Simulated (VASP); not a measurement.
# As2Pt (Pa-3) in VASP: a series of runs, part 2 of 3

VASP 6.6.1.

**4. Single point, r2SCAN**

This run uses another cell than the first one, of 18.08 Å³/atom.

Input file POSCAR:

```
As2Pt
1.0
    6.0093797529      0.0000000000      0.0000000000
    0.0000000000      6.0093797529      0.0000000000
    0.0000000000      0.0000000000      6.0093797529
As Pt
8 4
Direct
    0.3840512993      0.3840512993      0.3840512993
    0.1159487007      0.6159487007      0.8840512993
    0.8840512993      0.1159487007      0.6159487007
    0.6159487007      0.8840512993      0.1159487007
    0.6159487007      0.6159487007      0.6159487007
    0.8840512993      0.3840512993      0.1159487007
    0.1159487007      0.8840512993      0.3840512993
    0.3840512993      0.1159487007      0.8840512993
    0.0000000000      0.0000000000      0.0000000000
    0.5000000000      0.0000000000      0.5000000000
    0.5000000000      0.5000000000      0.0000000000
    0.0000000000      0.5000000000      0.5000000000
```

Input file INCAR.step1:

```
SYSTEM = As2Pt
  PREC = Accurate
  ENCUT = 550
  ISMEAR = 0
  SIGMA = 0.01
  LREAL = .False.
  LASPH = .True.
  NELM = 120
  NBANDS = 52
  GGA = PE
  ALGO = Normal
  EDIFF = 1E-5
  LWAVE = .True.
  LCHARG = .False.
  GGA_COMPAT = .False.
```

Input file INCAR.step2:

```
SYSTEM = As2Pt
  PREC = Accurate
  ENCUT = 550
  EDIFF = 1E-6
  ISMEAR = 0
  SIGMA = 0.01
  LREAL = .False.
  LASPH = .True.
  NELM = 120
  ALGO = Normal
  ISIF = 2
  LWAVE = .False.
  LCHARG = .True.
  METAGGA = R2SCAN
  LMIXTAU = .True.
  LELF = .True.
  LVHAR = .True.
  NBANDS = 52
  ISTART = 1
  GGA_COMPAT = .False.
```

Input file KPOINTS:

```
regular mesh
0
Gamma
  4 4 4
  0 0 0
```

Potentials or basis: VASP PAW PBE potentials, release 64 (As, Pt).

The run is started by

```bash
cat potpaw_PBE.64/As/POTCAR potpaw_PBE.64/Pt/POTCAR > POTCAR
cp INCAR.step1 INCAR
mpirun -np 1 vasp_std > vasp.out
cp INCAR.step2 INCAR
mpirun -np 1 vasp_std > vasp.out
```

OUTCAR:

```text
SYSTEM = As2Pt
   PREC = Accurate
   ENCUT = 550
   EDIFF = 1E-6
   ISMEAR = 0
   LREAL = .False.
   LASPH = .True.
   NELM = 120
   ISIF = 2
   METAGGA = R2SCAN
   ISTART = 1

 ion  position               nearest neighbor table
   1  0.384  0.384  0.384-   5 2.41  10 2.51  11 2.51  12 2.51
   2  0.116  0.616  0.884-   6 2.41   9 2.51  11 2.51  12 2.51
   3  0.884  0.116  0.616-   7 2.41   9 2.51  10 2.51  12 2.51
   4  0.616  0.884  0.116-   8 2.41   9 2.51  10 2.51  11 2.51
   5  0.616  0.616  0.616-   1 2.41  10 2.51  11 2.51  12 2.51
   6  0.884  0.384  0.116-   2 2.41   9 2.51  11 2.51  12 2.51
[... 823 lines left out ...]
  energy-cutoff  :      550.00
  volume of cell :      217.01
      direct lattice vectors                 reciprocal lattice vectors
     6.009379753  0.000000000  0.000000000     0.166406525  0.000000000  0.000000000
     0.000000000  6.009379753  0.000000000     0.000000000  0.166406525  0.000000000
     0.000000000  0.000000000  6.009379753     0.000000000  0.000000000  0.166406525

 POSITION                                       TOTAL-FORCE (eV/Angst)
 -----------------------------------------------------------------------------------
      2.30791      2.30791      2.30791        -0.006746     -0.006746     -0.006746
      0.69678      3.70147      5.31260         0.006746      0.006746     -0.006746
      5.31260      0.69678      3.70147        -0.006746      0.006746      0.006746
      3.70147      5.31260      0.69678         0.006746     -0.006746      0.006746
      3.70147      3.70147      3.70147         0.006746      0.006746      0.006746
      5.31260      2.30791      0.69678        -0.006746     -0.006746      0.006746
      0.69678      5.31260      2.30791         0.006746     -0.006746     -0.006746
      2.30791      0.69678      5.31260        -0.006746      0.006746     -0.006746
      0.00000      0.00000      0.00000        -0.000000      0.000000      0.000000
      3.00469      0.00000      3.00469        -0.000000      0.000000      0.000000
      3.00469      3.00469      0.00000        -0.000000      0.000000      0.000000
      0.00000      3.00469      3.00469        -0.000000      0.000000      0.000000
 -----------------------------------------------------------------------------------
    total drift:                                0.000000      0.000000     -0.000000

  FREE ENERGIE OF THE ION-ELECTRON SYSTEM (eV)
  ---------------------------------------------------
  free  energy   TOTEN  =      -330.8886207349 eV

  energy  without entropy=     -330.8886207349  energy(sigma->0) =     -330.88862073
```

OSZICAR.step1:

```text
N       E                     dE             d eps       ncg     rms          rms(c)
DAV:   1     0.433494637051E+03    0.43349E+03   -0.36972E+04  1144   0.144E+03
DAV:   2    -0.392629781567E+02   -0.47276E+03   -0.44372E+03  1300   0.264E+02
DAV:   3    -0.704747356209E+02   -0.31212E+02   -0.30235E+02  1388   0.601E+01
DAV:   4    -0.711536664340E+02   -0.67893E+00   -0.67477E+00  1324   0.899E+00
DAV:   5    -0.711643722819E+02   -0.10706E-01   -0.10695E-01  1296   0.113E+00    0.212E+01
DAV:   6    -0.685944001752E+02    0.25700E+01   -0.16394E+01  1232   0.231E+01    0.929E+00
DAV:   7    -0.680525709901E+02    0.54183E+00   -0.25405E+00  1220   0.954E+00    0.510E+00
DAV:   8    -0.679738709195E+02    0.78700E-01   -0.25736E-01  1284   0.179E+00    0.124E+00
DAV:   9    -0.679567899290E+02    0.17081E-01   -0.49237E-02  1236   0.133E+00    0.313E-01
DAV:  10    -0.679575916111E+02   -0.80168E-03   -0.51854E-03  1236   0.290E-01    0.980E-02
DAV:  11    -0.679575706355E+02    0.20976E-04   -0.57912E-04  1340   0.135E-01    0.220E-02
DAV:  12    -0.679575580331E+02    0.12602E-04   -0.77943E-05  1248   0.487E-02    0.550E-03
DAV:  13    -0.679575581198E+02   -0.86681E-07   -0.57666E-06   620   0.835E-03
   1 F= -.67957558E+02 E0= -.67957558E+02  d E =-.279879E-12
```

Wall time 8 min (1 thread of Intel Xeon Platinum 8259CL at 2.50GHz (Skylake/Cascade Lake), shared host); peak memory 0.42 GiB.

What came out:

- Free energy: -330.8886 eV
- Pressure: 0.0 GPa
- Largest force: 0.012 eV/Å
- Band gap on the k mesh: 0.65 eV (least direct gap 1.11 eV)

Forces on the atoms (eV/Å):
```
As  -0.007 -0.007 -0.007
As   0.007  0.007 -0.007
As  -0.007  0.007  0.007
As   0.007 -0.007  0.007
As   0.007  0.007  0.007
As  -0.007 -0.007  0.007
As   0.007 -0.007 -0.007
As  -0.007  0.007 -0.007
Pt   0.000  0.000  0.000
Pt   0.000  0.000  0.000
Pt   0.000  0.000  0.000
Pt   0.000  0.000  0.000
```

Levels at points of the mesh, in eV from the valence-band top:
```
           k point  band 38  band 39  band 40  band 41  band 42  band 43
(0.00, 0.00, 0.00)    -0.74    -0.74    -0.74     1.04     1.04     1.04
(0.50, 0.00, 0.00)    -1.00    -0.66    -0.66     1.94     1.94     2.06
(0.50, 0.50, 0.00)    -0.31    -0.31    -0.31     2.35     2.35     2.35
(0.50, 0.50, 0.50)    -0.46    -0.46    -0.46     0.65     0.65     0.65
```

Caveat: the PAW data sets were made with another functional, which shifts forces and pressure a little; spin-orbit coupling is left out, which moves the levels of the heavy elements. A k mesh can miss the band edges.

**5. Single point, r2SCAN (18.63 Å³/atom)**

This run uses another cell than the first one, of 18.63 Å³/atom.

Changes to POSCAR since step 4:

```diff
@@ -2,5 +2,5 @@
 1.0
-    6.0093797529      0.0000000000      0.0000000000
-    0.0000000000      6.0093797529      0.0000000000
-    0.0000000000      0.0000000000      6.0093797529
+    6.0688824321      0.0000000000      0.0000000000
+    0.0000000000      6.0688824321      0.0000000000
+    0.0000000000      0.0000000000      6.0688824321
 As Pt
```

Input file INCAR.step1:

```
ALGO = Normal
EDIFF = 1E-5
ENCUT = 550
GGA = PE
GGA_COMPAT = False
ISMEAR = 0
LASPH = True
LCHARG = False
LREAL = False
LWAVE = True
NBANDS = 52
NELM = 120
PREC = Accurate
SIGMA = 0.01
```

Input file INCAR.step2:

```
ALGO = Normal
EDIFF = 1E-6
ENCUT = 550
GGA_COMPAT = False
ISIF = 2
ISMEAR = 0
ISTART = 1
LASPH = True
LCHARG = False
LMIXTAU = True
LREAL = False
LWAVE = False
METAGGA = R2SCAN
NBANDS = 52
NELM = 120
PREC = Accurate
SIGMA = 0.01
```

Input file KPOINTS:

```
k-points
0
Gamma
  4 4 4
```

Potentials or basis: VASP PAW PBE potentials, release 64 (As, Pt).

The run is started by

```bash
cat potpaw_PBE.64/As/POTCAR potpaw_PBE.64/Pt/POTCAR > POTCAR
cp INCAR.step1 INCAR
mpirun -np 1 vasp_std > vasp.out
cp INCAR.step2 INCAR
mpirun -np 1 vasp_std > vasp.out
```

OUTCAR:

```text
EDIFF = 1E-6
   ENCUT = 550
   ISIF = 2
   ISMEAR = 0
   ISTART = 1
   LASPH = True
   LREAL = False
   METAGGA = R2SCAN
   NELM = 120
   PREC = Accurate

 ion  position               nearest neighbor table
   1  0.384  0.384  0.384-   5 2.44  10 2.53  11 2.53  12 2.53
   2  0.116  0.616  0.884-   6 2.44   9 2.53  11 2.53  12 2.53
   3  0.884  0.116  0.616-   7 2.44   9 2.53  10 2.53  12 2.53
   4  0.616  0.884  0.116-   8 2.44   9 2.53  10 2.53  11 2.53
   5  0.616  0.616  0.616-   1 2.44  10 2.53  11 2.53  12 2.53
[... 821 lines left out ...]

 VOLUME and BASIS-vectors are now :
 -----------------------------------------------------------------------------
  energy-cutoff  :      550.00
  volume of cell :      223.53
      direct lattice vectors                 reciprocal lattice vectors
     6.068882432  0.000000000  0.000000000     0.164774983  0.000000000  0.000000000
     0.000000000  6.068882432  0.000000000     0.000000000  0.164774983  0.000000000
     0.000000000  0.000000000  6.068882432     0.000000000  0.000000000  0.164774983

 POSITION                                       TOTAL-FORCE (eV/Angst)
 -----------------------------------------------------------------------------------
      2.33076      2.33076      2.33076         0.019790      0.019790      0.019790
      0.70368      3.73812      5.36520        -0.019790     -0.019790      0.019790
      5.36520      0.70368      3.73812         0.019790     -0.019790     -0.019790
      3.73812      5.36520      0.70368        -0.019790      0.019790     -0.019790
      3.73812      3.73812      3.73812        -0.019790     -0.019790     -0.019790
      5.36520      2.33076      0.70368         0.019790      0.019790     -0.019790
      0.70368      5.36520      2.33076        -0.019790      0.019790      0.019790
      2.33076      0.70368      5.36520         0.019790     -0.019790      0.019790
      0.00000      0.00000      0.00000        -0.000000     -0.000000     -0.000000
      3.03444      0.00000      3.03444        -0.000000     -0.000000     -0.000000
      3.03444      3.03444      0.00000        -0.000000     -0.000000     -0.000000
      0.00000      3.03444      3.03444        -0.000000     -0.000000     -0.000000
 -----------------------------------------------------------------------------------
    total drift:                                0.000000      0.000000     -0.000000

  FREE ENERGIE OF THE ION-ELECTRON SYSTEM (eV)
  ---------------------------------------------------
  free  energy   TOTEN  =      -330.7996375800 eV

  energy  without entropy=     -330.7996375800  energy(sigma->0) =     -330.79963758
```

OUTCAR.step1:

```text
EDIFF = 1E-5
   ENCUT = 550
   GGA = PE
   ISMEAR = 0
[... 852 lines left out ...]
      0.00000      0.00000      0.00000         0.000000      0.000000     -0.000000
      3.03444      0.00000      3.03444         0.000000      0.000000     -0.000000
      3.03444      3.03444      0.00000         0.000000      0.000000     -0.000000
      0.00000      3.03444      3.03444         0.000000      0.000000     -0.000000
 -----------------------------------------------------------------------------------
    total drift:                                0.000000      0.000000     -0.000000

  FREE ENERGIE OF THE ION-ELECTRON SYSTEM (eV)
  ---------------------------------------------------
  free  energy   TOTEN  =       -68.0163862328 eV

  energy  without entropy=      -68.0163862328  energy(sigma->0) =      -68.01638623
```

OSZICAR.step1:

```text
N       E                     dE             d eps       ncg     rms          rms(c)
DAV:   1     0.428170893379E+03    0.42817E+03   -0.36792E+04  1144   0.144E+03
DAV:   2    -0.407888231878E+02   -0.46896E+03   -0.44150E+03  1320   0.262E+02
DAV:   3    -0.705062475069E+02   -0.29717E+02   -0.28964E+02  1356   0.597E+01
DAV:   4    -0.711261128428E+02   -0.61987E+00   -0.61496E+00  1340   0.880E+00
DAV:   5    -0.711377031085E+02   -0.11590E-01   -0.11577E-01  1320   0.116E+00    0.200E+01
DAV:   6    -0.687068713839E+02    0.24308E+01   -0.16569E+01  1228   0.232E+01    0.945E+00
DAV:   7    -0.681110230741E+02    0.59585E+00   -0.27493E+00  1208   0.997E+00    0.482E+00
DAV:   8    -0.680324085884E+02    0.78614E-01   -0.27176E-01  1288   0.186E+00    0.130E+00
DAV:   9    -0.680156672653E+02    0.16741E-01   -0.48199E-02  1220   0.132E+00    0.315E-01
DAV:  10    -0.680163793505E+02   -0.71209E-03   -0.53434E-03  1264   0.289E-01    0.858E-02
DAV:  11    -0.680163895429E+02   -0.10192E-04   -0.29930E-04  1352   0.928E-02    0.196E-02
DAV:  12    -0.680163862328E+02    0.33101E-05   -0.39896E-05  1152   0.308E-02
   1 F= -.68016386E+02 E0= -.68016386E+02  d E =-.213183E-11
```

Run time: 8.2 min. Hardware: 1 thread of Intel Xeon Platinum 8259CL at 2.50GHz (Skylake/Cascade Lake), shared host; peak memory 0.42 GiB.

What came out:

- Free energy: -330.7996 eV
- Pressure: -4.3 GPa
- Largest force: 0.034 eV/Å
- Band gap on the k mesh: 0.52 eV (least direct gap 0.94 eV)

Forces in eV/Å, atoms in the order of the input:
```
As   0.020  0.020  0.020
As  -0.020 -0.020  0.020
As   0.020 -0.020 -0.020
As  -0.020  0.020 -0.020
As  -0.020 -0.020 -0.020
As   0.020  0.020 -0.020
As  -0.020  0.020  0.020
As   0.020 -0.020  0.020
Pt   0.000  0.000  0.000
Pt   0.000  0.000  0.000
Pt   0.000  0.000  0.000
Pt   0.000  0.000  0.000
```

Levels at points of the mesh, in eV from the valence-band top:
| k point | band 37 | band 38 | band 39 | band 40 | band 41 | band 42 | band 43 | band 44 |
| --- | --- | --- | --- | --- | --- | --- | --- | --- |
| (0.00, 0.00, 0.00) | -2.24 | -0.70 | -0.70 | -0.70 | 0.95 | 0.95 | 0.95 | 2.28 |
| (0.50, 0.00, 0.00) | -0.97 | -0.97 | -0.65 | -0.65 | 1.88 | 1.88 | 1.98 | 1.98 |
| (0.50, 0.50, 0.00) | -0.29 | -0.29 | -0.29 | -0.29 | 2.23 | 2.23 | 2.23 | 2.23 |
| (0.50, 0.50, 0.50) | -0.42 | -0.42 | -0.42 | -0.42 | 0.52 | 0.52 | 0.52 | 0.52 |

Caveat: the cell stands under tension; the PAW data sets were made with another functional, which shifts forces and pressure a little; spin-orbit coupling is left out, which moves the levels of the heavy elements. r2SCAN opens gaps a little over a GGA but as a rule still falls short of measured ones.

[end of part 2 of 3]
